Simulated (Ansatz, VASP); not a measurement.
## BN in VASP and in Ansatz

File INCAR:

```
SYSTEM = BN
ALGO = Normal
EDIFF = 1E-6
ENCUT = 520
GGA = PE
ISIF = 2
ISMEAR = 0
IVDW = 12
LASPH = .TRUE.
LCHARG = .FALSE.
LREAL = .FALSE.
LWAVE = .FALSE.
NBANDS = 11
NELM = 100
PREC = Accurate
SIGMA = 0.05
```

File KPOINTS:

```
k-points
0
G
  12 12 12
  0 0 0
```

The input POSCAR:

```
BN
1.0
    1.2029346237      0.6945146288      3.5584752950
   -1.2029346237      0.6945146288      3.5584752950
    0.0000000000     -1.3890292576      3.5584752950
B N
1 1
Direct
    0.9996975446      0.9996975446      0.9996975446
    0.3327354554      0.3327354554      0.3327354554
```

Input for Ansatz:

```yaml
crystal:
  lattice:
    - [1.2029346237, 0.6945146288, 3.558475295]
    - [-1.2029346237, 0.6945146288, 3.558475295]
    - [0.0, -1.3890292576, 3.558475295]
  atoms:
    - { symbol: B, position: [0.9996975446, 0.9996975446, 0.9996975446] }
    - { symbol: "N", position: [0.3327354554, 0.3327354554, 0.3327354554] }
basis:
  ecutwfc: 420
kpoints:
  mp_grid: { grid: [12, 12, 12] }
hamiltonian:
  xc: pbe
  dispersion: d3bj
scf:
  occupations: { method: gaussian, width: 0.05 }
output:
  forces: true
  stress: true
  eigenvalues: true
```

Change from the starting cell: strain -0.040 along x and y, +0.080 along z, atoms carried along.

Alike in both runs: task single point; functional PBE; dispersion D3(BJ); k mesh 12 × 12 × 12; occupations gaussian, width 0.05 eV; no spin polarisation.

|  | VASP | Ansatz |
| --- | --- | --- |
| version | VASP 6.6.1 | Ansatz 0.2.0 |
| potentials or method | VASP PAW PBE potentials, release 64 (B, N), cutoff 520 eV | scalar-relativistic, plane waves, PAW |
| valence electrons in the cell | 8 | 8 |

```csv
,VASP,Ansatz,Ansatz less VASP
gap on the k mesh at the Fermi level (eV),4.60,4.61,+0.010
least direct gap on the mesh (eV),4.99,4.99,+0.004
pressure (GPa),32.6,32.6,-0.05
"traceless stress, the component that is largest in VASP (GPa)",-34.60,-34.36,+0.243
rms of the force components (eV/Å),0.015,0.015,-0.0003
```

Atom by atom the forces differ by 0.000 eV/Å (rms over components). Both programs put the cell under a high pressure, so it lies far from rest at this level.
